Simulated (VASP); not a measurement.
# MoSe (F-43m) in VASP: notebook

MoSe is run at these levels: PBEsol, r2SCAN, PBEsol+U; tasks: single point, relaxation of cell and atoms.

Everything below comes from runs of VASP 6.6.1. Logs are shortened: lines on timing, memory, paths and dates and some standing lists are left out, and cuts for length are marked.

**1. The cell of the first run**

Symmetry: F-43m, No. 216, cubic system. Conventional cell: a = 5.596 Å, b = 5.596 Å, c = 5.596 Å, α = 90.00°, β = 90.00°, γ = 90.00°. Mo (site symmetry -43m) has 4 Se at 2.42 Å within 3.2 Å. Se (site symmetry -43m) has 4 Mo at 2.42 Å within 3.2 Å.

**2. Single point, PBEsol, collinear spin**

INCAR

```
SYSTEM = MoSe
ALGO = Normal
EDIFF = 1E-6
ENCUT = 520
GGA = PS
ISIF = 2
ISMEAR = 0
ISPIN = 2
LASPH = .True.
LCHARG = .True.
LELF = .True.
LMAXMIX = 4
LORBIT = 11
LREAL = .False.
LVHAR = .True.
LWAVE = .False.
MAGMOM = 0.24 0
NBANDS = 21
NELM = 150
PREC = Accurate
SIGMA = 0.1
```

KPOINTS

```
k-points
0
Gamma
  6 6 6
  0 0 0
```

POSCAR

```
MoSe
1.0
    0.0000000000      2.7982149225      2.7982149225
    2.7982149225      0.0000000000      2.7982149225
    2.7982149225      2.7982149225      0.0000000000
Mo Se
1 1
Direct
    0.0000000000      0.0000000000      0.0000000000
    0.2500000000      0.2500000000      0.2500000000
```

Potentials or basis: VASP PAW PBE potentials, release 64 (Mo_sv, Se).

The run is started by

```bash
> cat potpaw_PBE.64/Mo_sv/POTCAR potpaw_PBE.64/Se/POTCAR > POTCAR
> mpirun -np 1 vasp_std > vasp.out
```

OUTCAR:

```text
SYSTEM = MoSe
   EDIFF = 1E-6
   ENCUT = 520
   GGA = PS
   ISIF = 2
   ISMEAR = 0
   ISPIN = 2
   LASPH = .True.
   LORBIT = 11
   LREAL = .False.
   NELM = 150
   PREC = Accurate

 ion  position               nearest neighbor table
   1  0.000  0.000  0.000-   2 2.42   2 2.42   2 2.42   2 2.42
   2  0.250  0.250  0.250-   1 2.42   1 2.42   1 2.42   1 2.42

  LATTYP: Found a face centered cubic cell.
 ALAT       =     5.5964298450

  Lattice vectors:

 A1 = (   0.0000000000,   2.7982149225,   2.7982149225)
 A2 = (   2.7982149225,   0.0000000000,   2.7982149225)
 A3 = (   2.7982149225,   2.7982149225,   0.0000000000)

Analysis of symmetry for initial positions (statically):
=====================================================================
 Subroutine PRICEL returns:
 Original cell was already a primitive cell.

 Routine SETGRP: Setting up the symmetry group for a
 face centered cubic supercell.

 Subroutine GETGRP returns: Found 24 space group operations
 (whereof 24 operations were pure point group operations)
 out of a pool of 48 trial point group operations.

The static configuration has the point symmetry T_d .

Analysis of symmetry for dynamics (positions and initial velocities):
=====================================================================
 Subroutine PRICEL returns:
 Original cell was already a primitive cell.

 Routine SETGRP: Setting up the symmetry group for a
 face centered cubic supercell.

 Subroutine GETGRP returns: Found 24 space group operations
 (whereof 24 operations were pure point group operations)
 out of a pool of 48 trial point group operations.

The dynamic configuration has the point symmetry T_d .

Analysis of structural, dynamic, and magnetic symmetry:
=====================================================================
 Subroutine PRICEL returns:
 Original cell was already a primitive cell.

 Routine SETGRP: Setting up the symmetry group for a
 face centered cubic supercell.

 Subroutine GETGRP returns: Found 24 space group operations
 (whereof 24 operations were pure point group operations)
 out of a pool of 48 trial point group operations.

The overall configuration has the point symmetry T_d .

 Subroutine INISYM returns: Found 24 space group operations
 (whereof 24 operations are pure point group operations),
 and found     1 'primitive' translations

----------------------------------------------------------------------------------------

                                     Primitive cell

  volume of cell :      43.8201

  direct lattice vectors                    reciprocal lattice vectors
     0.000000000  2.798214923  2.798214923    -0.178685345  0.178685345  0.178685345
     2.798214923  0.000000000  2.798214923     0.178685345 -0.178685345  0.178685345
     2.798214923  2.798214923  0.000000000     0.178685345  0.178685345 -0.178685345

  length of vectors
     3.957273494  3.957273494  3.957273494     0.309492097  0.309492097  0.309492097

  position of ions in fractional coordinates (direct lattice)
     0.000000000  0.000000000  0.000000000
     0.250000000  0.250000000  0.250000000

  ion indices of the primitive-cell ions
   primitive index   ion index
                 1           1
                 2           2

----------------------------------------------------------------------------------------

 KPOINTS: k-points

Automatic generation of k-mesh.
 Grid dimensions read from file:
 generate k-points for:    6    6    6

 Generating k-lattice:

  Cartesian coordinates                     Fractional coordinates (reciprocal lattice)
    -0.029780891  0.029780891  0.029780891     0.166666667  0.000000000  0.000000000
     0.029780891 -0.029780891  0.029780891     0.000000000  0.166666667  0.000000000
     0.029780891  0.029780891 -0.029780891     0.000000000  0.000000000  0.166666667

  Length of vectors
     0.051582016  0.051582016  0.051582016

  Shift w.r.t. Gamma in fractional coordinates (k-lattice)
     0.000000000  0.000000000  0.000000000

 Subroutine IBZKPT returns following result:
 ===========================================

 Found     16 irreducible k-points:

 Following reciprocal coordinates:
            Coordinates               Weight
  0.000000  0.000000  0.000000      1.000000
  0.166667  0.000000  0.000000      8.000000
  0.333333  0.000000  0.000000      8.000000
  0.500000  0.000000  0.000000      4.000000
  0.166667  0.166667  0.000000      6.000000
  0.333333  0.166667  0.000000     24.000000
[... 8 lines left out ...]
 -0.333333  0.333333  0.166667     24.000000
 -0.333333  0.500000  0.166667     12.000000
   k-points           NKPTS =     16   k-points in BZ     NKDIM =     16   number of bands    NBANDS=     21
   number of dos      NEDOS =    301   number of ions     NIONS =      2
   total plane-waves  NPLWV =  27000
   dimension x,y,z NGX =    30 NGY =   30 NGZ =   30
   dimension x,y,z NGXF=    60 NGYF=   60 NGZF=   60
   ions per type =               1   1
   NGX,Y,Z   is equivalent  to a cutoff of  12.60, 12.60, 12.60 a.u.
   NGXF,Y,Z  is equivalent  to a cutoff of  25.21, 25.21, 25.21 a.u.
 SYSTEM =  MoSe
   PREC   = accura    normal or accurate (medium, high low for compatibility)
   ISTART =      0    job   : 0-new  1-cont  2-samecut
   ICHARG =      2    charge: 1-file 2-atom 10-const
   ISPIN  =      2    spin polarized calculation?
   LNONCOLLINEAR =      F non collinear calculations
   LSORBIT =      F    spin-orbit coupling
   LASPH  =      T    aspherical Exc in radial PAW
   ENCUT  =  520.0 eV  38.22 Ry    6.18 a.u.   7.36  7.36  7.36*2*pi/ulx,y,z
   NELM   =    150;   NELMIN=  2; NELMDL= -5     # of ELM steps
   EDIFF  = 0.1E-05   stopping-criterion for ELM
   LREAL  =      F    real-space projection
   EDIFFG = 0.1E-04   stopping-criterion for IOM
   NSW    =      0    number of steps for IOM
   IBRION =     -1    ionic relax: 0-MD 1-quasi-New 2-CG
   NFREE  =      0    steps in history (QN), initial steepest desc. (CG)
   ISIF   =      2    stress and relaxation
   ISYM   =      2    0-nonsym 1-usesym 2-fastsym
   POTIM  = 0.5000    time-step for ionic-motion
   TEBEG  =    0.0;   TEEND  =   0.0 temperature during run
   PSTRESS=    0.0 pullay stress
   NELECT =      20.0000    total number of electrons
   NUPDOWN=      -1.0000    fix difference up-down
   EMIN   =  10.00;   EMAX   =-10.00  energy-range for DOS
   EFERMI =   0.00;   METHOD = LEGACY
   ISMEAR =     0;   SIGMA  =   0.10  broadening in eV -4-tet -1-fermi 0-gaus
   EFERMI_NEDOS =   21; number of points for ismear=-14 and -15
   IALGO  =     38    algorithm
   IMIX   =      4    mixing-type and parameters
     AMIX     =   0.40;   BMIX     =  1.00
     AMIX_MAG =   1.60;   BMIX_MAG =  1.00
  volume/ion in A,a.u.               =      21.91       147.86
  Fermi-wavevector in a.u.,A,eV,Ry     =   1.260454  2.381913 21.616188  1.588745
  Thomas-Fermi vector in A             =   2.393963
   LORBIT       =     11    0 simple, 1 ext, 2 COOP (PROOUT), +10 PAW based schemes
   GGA     = PS    functional components
   LHFCALC =     F    Hartree Fock is set to
   AEXX    =    0.0000 exact exchange contribution
   IVDW    =     0    specifies the selected vdW correction
   LEPSILON=     F    determine dielectric tensor
   LRPA    =     F    only Hartree local field effects (RPA)
 spin polarized calculation
 Gauss-broadening in eV      SIGMA  =   0.10
  energy-cutoff  :      520.00
  volume of cell :       43.82
 maximum number of plane-waves:      1243
 NGX is ok and might be reduce to    30
   NGX = 15   NGY = 15   NGZ = 15

 number of electron      20.0000001 magnetization       0.0119016

 number of electron      20.0000001 magnetization      -0.0036300

 Free energy of the ion-electron system (eV)
  ---------------------------------------------------
  ext. energy  EPLUGINS =         0.00000000
  ---------------------------------------------------
  free energy    TOTEN  =       -14.59151007 eV

  energy without entropy =      -14.56971509  energy(sigma->0) =      -14.58061258

 E-fermi :   6.4613     XC(G=0): -10.6181

 val. band max:        6.4612415203   @ k =   0.5000   0.1667   0.0000
 cond. band min:       6.4631862564   @ k =   0.5000   0.0000   0.0000
 fundamental gap:      0.0019447361
 Fermi energy:         6.4612805576

 spin component 1

 k-point     1 :       0.0000    0.0000    0.0000
  band No.  band energies     occupation
      1     -54.1673      1.00000
      2     -28.3487      1.00000
      3     -28.3487      1.00000
      4     -28.3487      1.00000
      5      -8.3578      1.00000
      6       1.5140      1.00000
[... 13 lines left out ...]
     20      19.8204      0.00000
     21      19.8204      0.00000
[... 337 lines left out ...]
 k-point    16 :      -0.3333    0.5000    0.1667
  band No.  band energies     occupation
      1     -54.1624      1.00000
      2     -28.4126      1.00000
      3     -28.3804      1.00000
      4     -28.3731      1.00000
      5      -7.4280      1.00000
      6       0.7747      1.00000
[... 13 lines left out ...]
     20      20.8463      0.00000
     21      21.3958      0.00000
 Fermi energy:         6.4612805576

 spin component 2

 k-point     1 :       0.0000    0.0000    0.0000
  band No.  band energies     occupation
      1     -54.1692      1.00000
      2     -28.3509      1.00000
      3     -28.3509      1.00000
      4     -28.3509      1.00000
      5      -8.3579      1.00000
      6       1.5133      1.00000
[... 13 lines left out ...]
     20      19.8198      0.00000
     21      19.8198      0.00000
[... 337 lines left out ...]
 k-point    16 :      -0.3333    0.5000    0.1667
  band No.  band energies     occupation
      1     -54.1643      1.00000
      2     -28.4148      1.00000
      3     -28.3825      1.00000
      4     -28.3753      1.00000
      5      -7.4281      1.00000
      6       0.7740      1.00000
[... 13 lines left out ...]
     20      20.8456      0.00000
     21      21.3952      0.00000

------------------------ aborting loop because EDIFF is reached ----------------------------------------

  FORCE on cell =-STRESS in cart. coord.  units (eV):
  Direction    XX          YY          ZZ          XY          YZ          ZX
  --------------------------------------------------------------------------------------
  -------------------------------------------------------------------------------------
  Total       -0.1922237     -0.1922237     -0.1922237      0.0000000      0.0000000      0.0000000
  in kB       -7.0282037     -7.0282037     -7.0282037      0.0000000      0.0000000      0.0000000
  external PRESSURE =      -7.0282037 kB  Pullay stress =       0.0000000 kB

 VOLUME and BASIS-vectors are now :
 -----------------------------------------------------------------------------
  energy-cutoff  :      520.00
  volume of cell :       43.82
      direct lattice vectors                 reciprocal lattice vectors
     0.000000000  2.798214923  2.798214923    -0.178685345  0.178685345  0.178685345
     2.798214923  0.000000000  2.798214923     0.178685345 -0.178685345  0.178685345
     2.798214923  2.798214923  0.000000000     0.178685345  0.178685345 -0.178685345

 POSITION                                       TOTAL-FORCE (eV/Angst)
 -----------------------------------------------------------------------------------
      0.00000      0.00000      0.00000        -0.000000     -0.000000     -0.000000
      1.39911      1.39911      1.39911         0.000000      0.000000      0.000000
 -----------------------------------------------------------------------------------
    total drift:                                0.000000      0.000000      0.000000

  FREE ENERGIE OF THE ION-ELECTRON SYSTEM (eV)
  ---------------------------------------------------
  free  energy   TOTEN  =       -14.5915100697 eV

  energy  without entropy=      -14.5697150874  energy(sigma->0) =      -14.58061258

 total charge

# of ion       s       p       d       tot
------------------------------------------
    1        2.261   6.106   4.155  12.522
    2        1.430   2.416   0.150   3.996
--------------------------------------------------
tot          3.692   8.522   4.305  16.518

 magnetization (x)

# of ion       s       p       d       tot
------------------------------------------
    1       -0.000  -0.000  -0.004  -0.004
    2        0.000   0.000  -0.000  -0.000
--------------------------------------------------
tot         -0.000   0.000  -0.004  -0.004
```

Run time: 32 s. Hardware: 1 thread of Intel Xeon 6975P-C (Granite Rapids), shared host; peak memory 0.19 GiB.

Results:

| Item | Value |
| --- | --- |
| Free energy | -14.5915 eV |
| Pressure | -0.7 GPa |
| Band gap on the k mesh | zero (filled and empty bands overlap) |
| Net moment | 0.00 μB per cell |
| Valence electrons inside the program's atomic spheres | Mo 12.52; Se 4.00 |

Caveat: the PAW data sets were made with another functional, which shifts forces and pressure a little.

**3. Relaxation of cell and atoms, PBEsol, collinear spin**

This run uses another cell than the first one, of 19.88 Å³/atom.

INCAR

```
ALGO = Normal
EDIFF = 1E-7
EDIFFG = -0.05
ENCUT = 600
GGA = PS
IBRION = 2
ISIF = 3
ISMEAR = 0
ISPIN = 2
LASPH = True
LCHARG = False
LMAXMIX = 4
LORBIT = 11
LREAL = False
LWAVE = False
MAGMOM = 0.24 0
NELM = 150
NSW = 100
PREC = Accurate
SIGMA = 0.1
```

KPOINTS

```
k-points
0
Gamma
  6 6 6
```

POSCAR

```
MoSe
1.0
    0.0000000000      2.7087542727      2.7087542727
    2.7087542727      0.0000000000      2.7087542727
    2.7087542727      2.7087542727      0.0000000000
Mo Se
1 1
Direct
    0.0000000000      0.0000000000      0.0000000000
    0.2500000000      0.2500000000      0.2500000000
```

Potentials or basis: VASP PAW PBE potentials, release 64 (Mo_sv, Se).

The run is started by

```bash
> cat potpaw_PBE.64/Mo_sv/POTCAR potpaw_PBE.64/Se/POTCAR > POTCAR
> mpirun -np 1 vasp_std > vasp.out
```

OUTCAR:

```text
EDIFF = 1E-7
   EDIFFG = -0.05
   ENCUT = 600
   GGA = PS
   IBRION = 2
   ISIF = 3
   ISMEAR = 0
   ISPIN = 2
   LASPH = True
   LORBIT = 11
   LREAL = False
   NELM = 150
   NSW = 100
   PREC = Accurate

 ion  position               nearest neighbor table
   1  0.000  0.000  0.000-   2 2.35   2 2.35   2 2.35   2 2.35
   2  0.250  0.250  0.250-   1 2.35   1 2.35   1 2.35   1 2.35

  LATTYP: Found a face centered cubic cell.
 ALAT       =     5.4175085454

  Lattice vectors:

 A1 = (   0.0000000000,   2.7087542727,   2.7087542727)
 A2 = (   2.7087542727,   0.0000000000,   2.7087542727)
 A3 = (   2.7087542727,   2.7087542727,   0.0000000000)

Analysis of symmetry for initial positions (statically):
=====================================================================
 Subroutine PRICEL returns:
 Original cell was already a primitive cell.

 Routine SETGRP: Setting up the symmetry group for a
 face centered cubic supercell.

 Subroutine GETGRP returns: Found 24 space group operations
 (whereof 24 operations were pure point group operations)
 out of a pool of 48 trial point group operations.

The static configuration has the point symmetry T_d .

Analysis of symmetry for dynamics (positions and initial velocities):
=====================================================================
 Subroutine PRICEL returns:
 Original cell was already a primitive cell.

 Routine SETGRP: Setting up the symmetry group for a
[... 211 lines left out ...]
  band No.  band energies     occupation
      1     -55.6851      1.00000
      2     -29.8195      1.00000
      3     -29.8195      1.00000
      4     -29.8195      1.00000
      5      -9.1691      1.00000
      6       0.6638      1.00000
      7       0.6638      1.00000
      8       0.6638      1.00000
      9       4.6949      1.00000
     10       4.6949      1.00000
     11       6.0501      0.00000
[... 602 lines left out ...]
--------------------------------------- Ionic step        4  -------------------------------------------

 number of electron      20.0000000 magnetization      -0.0001174

 Free energy of the ion-electron system (eV)
  ---------------------------------------------------
  ext. energy  EPLUGINS =         0.00000000
  ---------------------------------------------------
  free energy    TOTEN  =       -14.59064437 eV

  energy without entropy =      -14.56893468  energy(sigma->0) =      -14.57978952

 E-fermi :   6.5215     XC(G=0): -10.6450

 val. band max:        6.5205962253   @ k =   0.5000   0.1667   0.0000
 cond. band min:       6.5252313948   @ k =   0.5000   0.0000   0.0000
 fundamental gap:      0.0046351695
 Fermi energy:         6.5214573462

 spin component 1

 k-point     1 :       0.0000    0.0000    0.0000
  band No.  band energies     occupation
      1     -54.1019      1.00000
      2     -28.2860      1.00000
      3     -28.2860      1.00000
      4     -28.2860      1.00000
      5      -8.3221      1.00000
      6       1.5511      1.00000
      7       1.5511      1.00000
      8       1.5511      1.00000
      9       6.0006      1.00000
     10       6.0006      1.00000
     11       7.8612      0.00000
[... 560 lines left out ...]
  FREE ENERGIE OF THE ION-ELECTRON SYSTEM (eV)
  ---------------------------------------------------
  free  energy   TOTEN  =       -14.5906443705 eV

  energy  without entropy=      -14.5689346777  energy(sigma->0) =      -14.57978952

 reached required accuracy - stopping structural energy minimisation

 total charge

# of ion       s       p       d       tot
------------------------------------------
    1        2.263   6.107   4.163  12.533
    2        1.431   2.419   0.152   4.001
--------------------------------------------------
tot          3.693   8.526   4.315  16.535

 magnetization (x)

# of ion       s       p       d       tot
------------------------------------------
    1       -0.000  -0.000  -0.000  -0.000
    2       -0.000   0.000  -0.000  -0.000
--------------------------------------------------
tot         -0.000   0.000  -0.000  -0.000
```

OSZICAR:

```text
N       E                     dE             d eps       ncg     rms          rms(c)
DAV:   1     0.156453851219E+03    0.15645E+03   -0.11156E+04   896   0.147E+03
[... 48 lines left out ...]
DAV:   4    -0.145906408771E+02    0.18011E-04   -0.12995E-04   962   0.999E-02    0.213E-02
DAV:   5    -0.145906465292E+02   -0.56520E-05   -0.44812E-06  1088   0.176E-02    0.107E-02
DAV:   6    -0.145906510833E+02   -0.45542E-05   -0.34091E-06   968   0.106E-02    0.977E-03
DAV:   7    -0.145906470121E+02    0.40713E-05   -0.35008E-06   908   0.112E-02    0.683E-03
DAV:   8    -0.145906445629E+02    0.24491E-05   -0.57856E-06   956   0.141E-02    0.266E-03
DAV:   9    -0.145906444067E+02    0.15620E-06   -0.63486E-07   940   0.486E-03    0.722E-04
DAV:  10    -0.145906443705E+02    0.36264E-07   -0.30538E-08   448   0.125E-03
   4 F= -.14590644E+02 E0= -.14579790E+02  d E =-.146858E+00  mag=     0.0000
```

CONTCAR:

```text
MoSe
   1.00000000000000
     0.0000000000000000    2.7929365873561216    2.7929365873561216
     2.7929365873561216   -0.0000000000000000    2.7929365873561216
     2.7929365873561216    2.7929365873561216   -0.0000000000000000
  Mo              Se
     1     1
Direct
     0.0000000000000000    0.0000000000000000    0.0000000000000000
     0.2500000000000000    0.2500000000000000    0.2500000000000000

  0.00000000E+00  0.00000000E+00  0.00000000E+00
  0.00000000E+00  0.00000000E+00  0.00000000E+00
```

Wall time 43 s (1 thread of Intel Xeon 6975P-C (Granite Rapids), shared host); peak memory 0.21 GiB.

Results:

```
Free energy                                           : -14.5906 eV
Relaxed volume                                        : 21.79 Å³/atom
Relaxed cell                                          : a = 3.950 Å, b = 3.950 Å, c = 3.950 Å, α = 60.00°, β = 60.00°, γ = 60.00°
Space group after relaxing (to 0.1 Å)                 : F-43m (No. 216)
Energy gained by relaxing                             : 73.4 meV/atom
Ionic steps                                           : 4
Pressure after relaxing                               : -0.1 GPa
Band gap on the k mesh                                : zero (filled and empty bands overlap)
Net moment                                            : 0.00 μB per cell
Valence electrons inside the program's atomic spheres : Mo 12.53; Se 4.00
```

The path:
```tsv
step	energy change (eV)	largest force (eV/Å)	pressure (GPa)	volume (Å³)
1	0.0000	0.0000	13.64	39.75
2	0.1531	0.0000	-12.44	50.30
3	-0.1467	0.0000	-0.39	43.70
4	-0.1469	0.0000	-0.05	43.57
```

Final structure:
```
Mo Se
1.0
     0.00000    2.79294    2.79294
     2.79294    0.00000    2.79294
     2.79294    2.79294    0.00000
Mo Se
1 1
Direct
  0.00000 0.00000 0.00000
  0.25000 0.25000 0.25000
```

Caveat: the PAW data sets were made with another functional, which shifts forces and pressure a little.

(Part 1 of 2 ends here.)
